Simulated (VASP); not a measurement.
# Al (Fm-3m) in VASP: further runs

The runs below take Al through single point, relaxation of cell and atoms, with PBE+D3(BJ).

Program: VASP 6.6.1. These are calculated values, not measurements. Logs are shortened: lines on timing, memory, paths and dates and some standing lists are left out, and cuts for length are marked.

## 1. The cell of the first run

The structure is cubic, space group Fm-3m (No. 225). The conventional cell has a = 4.020 Å, b = 4.020 Å, c = 4.020 Å, α = 90.00°, β = 90.00°, γ = 90.00°. Al (site symmetry m-3m) has 12 Al at 2.84 Å within 3.7 Å.

## 2. Single point, PBE+D3(BJ)

INCAR reads:

```
SYSTEM = Al
PREC = Accurate
ENCUT = 500
EDIFF = 1E-6
ISMEAR = 0
SIGMA = 0.1
LREAL = .FALSE.
LASPH = .TRUE.
NELM = 120
ALGO = Normal
ISIF = 2
LWAVE = .FALSE.
LCHARG = .TRUE.
GGA = PE
IVDW = 12
LELF = .TRUE.
LVHAR = .TRUE.
NBANDS = 8
GGA_COMPAT = .FALSE.
```

KPOINTS reads:

```
regular mesh
0
G
  8 8 8
  0 0 0
```

POSCAR reads:

```
Al
1.0
    0.0000000000      2.0100000000      2.0100000000
    2.0100000000      0.0000000000      2.0100000000
    2.0100000000      2.0100000000      0.0000000000
Al
1
Direct
    0.0000000000      0.0000000000      0.0000000000
```

Potentials or basis: VASP PAW PBE potentials, release 64 (Al).

Launch:

```
$ cat potpaw_PBE.64/Al/POTCAR > POTCAR
$ mpirun -np 1 vasp_std > vasp.out
```

OUTCAR:

```text
SYSTEM = Al
   PREC = Accurate
   ENCUT = 500
   EDIFF = 1E-6
   ISMEAR = 0
   LREAL = .FALSE.
   LASPH = .TRUE.
   NELM = 120
   ISIF = 2
   GGA = PE
   IVDW = 12
 IVDW          = 12

 ion  position               nearest neighbor table
   1  0.000  0.000  0.000-

  LATTYP: Found a face centered cubic cell.
 ALAT       =     4.0200000000

  Lattice vectors:

 A1 = (   0.0000000000,   2.0100000000,   2.0100000000)
 A2 = (   2.0100000000,   0.0000000000,   2.0100000000)
 A3 = (   2.0100000000,   2.0100000000,   0.0000000000)

Analysis of symmetry for initial positions (statically):
=====================================================================
 Subroutine PRICEL returns:
 Original cell was already a primitive cell.

 Routine SETGRP: Setting up the symmetry group for a
 face centered cubic supercell.

 Subroutine GETGRP returns: Found 48 space group operations
 (whereof 48 operations were pure point group operations)
 out of a pool of 48 trial point group operations.

The static configuration has the point symmetry O_h .

Analysis of symmetry for dynamics (positions and initial velocities):
=====================================================================
 Subroutine PRICEL returns:
 Original cell was already a primitive cell.

 Routine SETGRP: Setting up the symmetry group for a
 face centered cubic supercell.

 Subroutine GETGRP returns: Found 48 space group operations
 (whereof 48 operations were pure point group operations)
 out of a pool of 48 trial point group operations.

The dynamic configuration has the point symmetry O_h .

 Subroutine INISYM returns: Found 48 space group operations
 (whereof 48 operations are pure point group operations),
 and found     1 'primitive' translations

----------------------------------------------------------------------------------------

                                     Primitive cell

  volume of cell :      16.2412

  direct lattice vectors                    reciprocal lattice vectors
     0.000000000  2.010000000  2.010000000    -0.248756219  0.248756219  0.248756219
     2.010000000  0.000000000  2.010000000     0.248756219 -0.248756219  0.248756219
     2.010000000  2.010000000  0.000000000     0.248756219  0.248756219 -0.248756219

  length of vectors
     2.842569260  2.842569260  2.842569260     0.430858410  0.430858410  0.430858410

  position of ions in fractional coordinates (direct lattice)
     0.000000000  0.000000000  0.000000000

  ion indices of the primitive-cell ions
   primitive index   ion index
                 1           1

[... 78 lines left out ...]
   ISYM   =      2    0-nonsym 1-usesym 2-fastsym
   POTIM  = 0.5000    time-step for ionic-motion
   TEBEG  =    0.0;   TEEND  =   0.0 temperature during run
   PSTRESS=    0.0 pullay stress
   NELECT =       3.0000    total number of electrons
   NUPDOWN=      -1.0000    fix difference up-down
   EMIN   =  10.00;   EMAX   =-10.00  energy-range for DOS
   EFERMI =   0.00;   METHOD = LEGACY
   ISMEAR =     0;   SIGMA  =   0.10  broadening in eV -4-tet -1-fermi 0-gaus
   EFERMI_NEDOS =   21; number of points for ismear=-14 and -15
   IALGO  =     38    algorithm
   IMIX   =      4    mixing-type and parameters
     AMIX     =   0.40;   BMIX     =  1.00
     AMIX_MAG =   1.60;   BMIX_MAG =  1.00
  volume/ion in A,a.u.               =      16.24       109.60
  Fermi-wavevector in a.u.,A,eV,Ry     =   0.932343  1.761873 11.827055  0.869264
  Thomas-Fermi vector in A             =   2.058931
   LORBIT       =      0    0 simple, 1 ext, 2 COOP (PROOUT), +10 PAW based schemes
   GGA     = PE    functional components
   LHFCALC =     F    Hartree Fock is set to
   AEXX    =    0.0000 exact exchange contribution
   IVDW    =    12    specifies the selected vdW correction
   LEPSILON=     F    determine dielectric tensor
   LRPA    =     F    only Hartree local field effects (RPA)
 non-spin polarized calculation
 Gauss-broadening in eV      SIGMA  =   0.10
  energy-cutoff  :      500.00
  volume of cell :       16.24
 maximum number of plane-waves:       428
 NGX is ok and might be reduce to    24
   NGX = 11   NGY = 11   NGZ = 11

 number of electron       3.0000000 magnetization

 Free energy of the ion-electron system (eV)
  ---------------------------------------------------
  ext. energy  EPLUGINS =         0.00000000
  ---------------------------------------------------
  free energy    TOTEN  =        -3.74043461 eV

  energy without entropy =       -3.73728635  energy(sigma->0) =       -3.73886048

 E-fermi :   8.2227     XC(G=0): -10.2528

 val. band max:        7.8269931538   @ k =  -0.2500   0.3750   0.1250
 cond. band min:       8.3019136382   @ k =   0.5000   0.2500   0.1250
 fundamental gap:      0.4749204844
 Fermi energy:         8.2227284348

 k-point     1 :       0.0000    0.0000    0.0000
  band No.  band energies     occupation
      1      -3.0769      2.00000
      2      20.8750      0.00000
      3      20.8750      0.00000
      4      20.8750      0.00000
      5      22.4879      0.00000
      6      22.4879      0.00000
      7      22.4879      0.00000
      8      24.7495      0.00000
[... 243 lines left out ...]
 k-point    24 :      -0.3750    0.2500    0.1250
  band No.  band energies     occupation
      1       4.5670      2.00000
      2       4.8685      2.00000
      3      13.1658      0.00000
      4      13.7175      0.00000
      5      21.6236      0.00000
      6      22.0233      0.00000
      7      28.7123      0.00000
      8      28.9922      0.00000

 [... further k-points ...]

------------------------ aborting loop because EDIFF is reached ----------------------------------------

 Edisp (eV)   -0.34190

 E8    (eV) :    -0.1529

  FORCE on cell =-STRESS in cart. coord.  units (eV):
  Direction    XX          YY          ZZ          XY          YZ          ZX
  --------------------------------------------------------------------------------------
  -------------------------------------------------------------------------------------
  Total      -0.21665    -0.21665    -0.21665     0.00000    -0.00000    -0.00000
  in kB     -21.37258   -21.37258   -21.37258     0.00000    -0.00000    -0.00000
  external pressure =      -21.37 kB  Pullay stress =        0.00 kB

 VOLUME and BASIS-vectors are now :
 -----------------------------------------------------------------------------
  energy-cutoff  :      500.00
  volume of cell :       16.24
      direct lattice vectors                 reciprocal lattice vectors
     0.000000000  2.010000000  2.010000000    -0.248756219  0.248756219  0.248756219
     2.010000000  0.000000000  2.010000000     0.248756219 -0.248756219  0.248756219
     2.010000000  2.010000000  0.000000000     0.248756219  0.248756219 -0.248756219

 POSITION                                       TOTAL-FORCE (eV/Angst)
 -----------------------------------------------------------------------------------
      0.00000      0.00000      0.00000         0.000000      0.000000     -0.000000
 -----------------------------------------------------------------------------------
    total drift:                                0.000000     -0.000000     -0.000000

  FREE ENERGIE OF THE ION-ELECTRON SYSTEM (eV)
  ---------------------------------------------------
  free  energy   TOTEN  =        -4.0823332091 eV

  energy  without entropy=       -4.0791849578  energy(sigma->0) =       -4.08075908
```

stdout:

```text
POSCAR found type information on POSCAR Al
 POSCAR found :  1 types and       1 ions
 scaLAPACK will be used
 LDA part: xc-table for (Slater+PW92), standard interpolation
 POSCAR, INCAR and KPOINTS ok, starting setup
 FFT: planning ... GRIDC
 FFT: planning ... GRID_SOFT
 FFT: planning ... GRID
 WAVECAR not read
 entering main loop
```

Wall time 10 s (1 thread of AMD EPYC 7R13, shared host); peak memory 0.11 GiB.

What came out:

```yaml
Free_energy: -4.0823 eV
Pressure: -2.1 GPa
Band_gap_on_the_k_mesh: zero (an odd number of electrons rules out a gap without spin polarisation)
Dispersion_energy_per_atom: -0.342 eV
```

## 3. Single point, PBE+D3(BJ)

This run uses another cell than the first one, of 15.78 Å³/atom.

Edit INCAR of step 2 so:

```diff
@@ -12,7 +12,5 @@
 LWAVE = .FALSE.
-LCHARG = .TRUE.
+LCHARG = .FALSE.
 GGA = PE
 IVDW = 12
-LELF = .TRUE.
-LVHAR = .TRUE.
 NBANDS = 8
```

KPOINTS reads:

```
Automatic mesh
0
G
  18 18 18
  0 0 0
```

POSCAR reads:

```
Al
1.0
    0.0000000000      1.9908850012      1.9908850012
    1.9908850012      0.0000000000      1.9908850012
    1.9908850012      1.9908850012      0.0000000000
Al
1
Direct
    0.0000000000      0.0000000000      0.0000000000
```

Potentials or basis: VASP PAW PBE potentials, release 64 (Al).

Launch:

```
$ cat potpaw_PBE.64/Al/POTCAR > POTCAR
$ mpirun -np 1 vasp_std > vasp.out
```

Run time: 32 s. Hardware: 1 thread of AMD EPYC 7R13, shared host; peak memory 0.12 GiB.

The run converged. Its results:

- Free energy: -4.0888 eV
- Pressure: 0.0 GPa
- Band gap on the k mesh: zero (an odd number of electrons rules out a gap without spin polarisation)
- Dispersion energy per atom: -0.352 eV

Levels at points of the mesh, in eV from the Fermi level:
| k point | band 1 | band 2 | band 3 | band 4 | band 5 | band 6 |
| --- | --- | --- | --- | --- | --- | --- |
| (0.00, 0.00, 0.00) | -11.44 | 12.87 | 12.87 | 12.87 | 14.71 | 14.71 |
| (0.50, 0.00, 0.00) | -4.77 | -4.44 | 11.67 | 11.67 | 11.90 | 11.90 |
| (0.50, 0.50, 0.00) | -3.03 | -1.61 | 5.27 | 5.81 | 5.81 | 9.51 |

## 4. Relaxation of cell and atoms, PBE+D3(BJ)

INCAR reads:

```
ALGO     = Normal         # electronic algorithm
EDIFF    = 1E-7           # SCF threshold, eV
EDIFFG   = -0.002         # ionic threshold
ENCUT    = 500            # plane-wave cutoff, eV
GGA      = PE             # functional
GGA_COMPAT= False        
IBRION   = 2              # ionic algorithm
ISIF     = 3              # what is computed and relaxed
ISMEAR   = 0              # smearing method
IVDW     = 12             # dispersion correction
LASPH    = True           # aspherical terms in the spheres
LCHARG   = False          # write CHGCAR
LREAL    = False          # projectors in reciprocal space
LWAVE    = False          # write WAVECAR
NELM     = 120            # most SCF steps
NELMIN   = 4            
NSW      = 100            # ionic steps
PREC     = Accurate       # precision mode
SIGMA    = 0.1            # smearing width, eV
```

KPOINTS reads:

```
k-points
0
Gamma
  18 18 18
```

POSCAR reads:

```
Al
1.0
    0.0000000000      2.0100000000      2.0100000000
    2.0100000000      0.0000000000      2.0100000000
    2.0100000000      2.0100000000      0.0000000000
Al
1
Direct
    0.0000000000      0.0000000000      0.0000000000
```

Launch:

```
$ cat potpaw_PBE.64/Al/POTCAR > POTCAR
$ mpirun -np 1 vasp_std > vasp.out
```

Run time: 48 s. Hardware: 1 thread of AMD EPYC 7R13, shared host; peak memory 0.12 GiB.

It converged, with:

| Property | Result |
| --- | --- |
| Free energy | -4.0889 eV |
| Relaxed volume | 15.78 Å³/atom |
| Relaxed cell | a = 2.815 Å, b = 2.815 Å, c = 2.815 Å, α = 60.00°, β = 60.00°, γ = 60.00° |
| Space group after relaxing (to 0.1 Å) | Fm-3m (No. 225) |
| Energy gained by relaxing | 3.4 meV/atom |
| Ionic steps | 3 |
| Pressure after relaxing | 0.0 GPa |
| Band gap on the k mesh | zero (an odd number of electrons rules out a gap without spin polarisation) |
| Dispersion energy per atom | -0.352 eV |

The path:
| step | energy change (eV) | largest force (eV/Å) | pressure (GPa) | volume (Å³) |
| --- | --- | --- | --- | --- |
| 1 | 0.0000 | 0.0000 | -2.29 | 16.24 |
| 2 | -0.0033 | 0.0000 | 0.44 | 15.70 |
| 3 | -0.0034 | 0.0000 | 0.00 | 15.78 |

Final structure:
```cif
data_structure
_symmetry_space_group_name_H-M 'P 1'
_symmetry_Int_Tables_number 1
_cell_length_a 2.8154
_cell_length_b 2.8154
_cell_length_c 2.8154
_cell_angle_alpha 60.000
_cell_angle_beta 60.000
_cell_angle_gamma 60.000
_cell_volume 15.78
loop_
_atom_site_label
_atom_site_type_symbol
_atom_site_fract_x
_atom_site_fract_y
_atom_site_fract_z
_atom_site_occupancy
Al1 Al 0.00000 0.00000 0.00000 1
```

Levels at points of the mesh, in eV from the Fermi level:
```csv
k point,band 1,band 2,band 3,band 4,band 5
"(0.00, 0.00, 0.00)",-11.44,12.87,12.87,12.87,14.71
"(0.50, 0.00, 0.00)",-4.77,-4.44,11.67,11.67,11.90
"(0.50, 0.50, 0.00)",-3.03,-1.61,5.27,5.81,5.81
```

## 5. Overview

| task | cell | k mesh | gap on the mesh (eV) | pressure (GPa) |
| --- | --- | --- | --- | --- |
| single point | a = 2.843 Å, angles 60.0°, 1 atom | 8 × 8 × 8 | none | -2.1 |
| single point | a = 2.816 Å, angles 60.0°, 1 atom | 18 × 18 × 18 | none | 0.0 |
| relaxation of cell and atoms | relaxed from a = 2.843 Å, angles 60.0°, 1 atom | 18 × 18 × 18 | none | 0.0 |

Alike in all rows: level PBE+D3(BJ); potentials or basis VASP PAW PBE potentials, release 64 (Al); no spin polarisation; cutoff (eV) 500; smearing gaussian 0.1 eV.

Absolute energies hang on the potentials; compare differences alone.
